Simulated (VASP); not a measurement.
Input of a VASP 6.6.1 run:

The input INCAR:

```
SYSTEM = Ru
ALGO     = Normal         ! electronic algorithm
DIPOL    = 0.5 0.5 0.500
EDIFF    = 1E-6           ! SCF threshold, eV
ENCUT    = 520            ! plane-wave cutoff, eV
GGA      = PE             ! functional
IDIPOL   = 3            
ISIF     = 2              ! what is computed and relaxed
ISMEAR   = -1             ! smearing method
LASPH    = .True.         ! aspherical terms in the spheres
LCHARG   = .False.        ! write CHGCAR
LDIPOL   = .True.       
LREAL    = .False.        ! projectors in reciprocal space
LWAVE    = .False.        ! write WAVECAR
NBANDS   = 28             ! bands
NELM     = 80             ! most SCF steps
PREC     = Accurate       ! precision mode
SIGMA    = 0.08           ! smearing width, eV
```

KPOINTS

```
k-points
0
Gamma
  14 14 1
  0 0 0
```

POSCAR

```
Ru
1.0
    2.7207384563      0.0000000000      0.0000000000
   -1.3603692282      2.3562286202      0.0000000000
    0.0000000000      0.0000000000     13.1371000000
Ru
3
Direct
    0.0000000000      0.0000000000      0.3425397080
    0.3333333333      0.6666666667      0.4999999962
    0.0000000000      0.0000000000      0.6574602920
```

Potentials or basis: VASP PAW PBE potentials, release 64 (Ru_pv).

Command:

```sh
$ cat potpaw_PBE.64/Ru_pv/POTCAR > POTCAR
$ mpirun -np 1 vasp_std > vasp.out
```

**Question.** Predict the band gap on the k mesh.

**Answer.** Zero (bands 21 and 22 overlap by 2.08 eV).

**Question.** What does it give for the largest force?

**Answer.** 0.011 eV/Å.

Forces in eV/Å, atoms in the order of the input:
```
Ru   0.000  0.000 -0.011
Ru   0.000  0.000  0.000
Ru   0.000  0.000  0.011
```
